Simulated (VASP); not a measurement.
Crystal: Zn.

```
CELL_PARAMETERS angstrom
2.66000 0.00000 0.00000
-1.33000 2.30363 0.00000
0.00000 0.00000 4.93696
ATOMIC_POSITIONS crystal
Zn 0.33333 0.66667 0.75000
Zn 0.66667 0.33333 0.25000
```

| Quantity | Value |
| --- | --- |
| Program | VASP 6.6.1 |
| Task | relaxation of cell and atoms |
| Functional | PBE |
| Potentials or basis | VASP PAW PBE potentials, release 64 (Zn) |
| Cutoff | 600 eV |
| k mesh | 8 × 8 × 4 |
| Occupations | gaussian, width 0.05 eV |
| Spin | no spin polarisation |

At the start: pressure 0.7 GPa; volume 15.13 Å³/atom.

Task: Where does the relaxation end?

Result: Over 14 steps the energy falls by 23.7 meV/atom and the volume is 14.92 Å³/atom (-1.4 %); space group P6_3/mmc (No. 194, to 0.05 Å).

The path:
```csv
step,energy change (eV),largest force (eV/Å),pressure (GPa),volume (Å³)
1,0.0000,0.0000,0.67,30.25
2,-0.0082,0.0000,-0.57,30.53
3,-0.0087,0.0000,-3.32,31.34
4,0.0319,0.0000,-5.55,32.85
5,-0.0147,0.0000,-4.02,31.65
6,-0.0168,0.0000,-4.04,31.65
7,-0.0210,0.0000,-4.08,31.66
8,-0.0196,0.0000,-4.02,31.66
9,-0.0221,0.0000,-4.08,31.66
10,-0.0254,0.0000,-3.85,31.53
11,-0.0341,0.0000,-3.08,31.13
12,-0.0452,0.0000,-1.35,30.34
13,-0.0383,0.0000,2.99,28.80
14,-0.0474,0.0000,-0.08,29.84
```

Final structure:
```yaml
crystal:
  lattice:
    - [2.74899, 0.00000, 0.00000]
    - [-1.37450, 2.38070, 0.00000]
    - [0.00000, 0.00000, 4.55890]
  atoms:
    - { symbol: Zn, position: [0.33333, 0.66667, 0.75000] }
    - { symbol: Zn, position: [0.66667, 0.33333, 0.25000] }
```
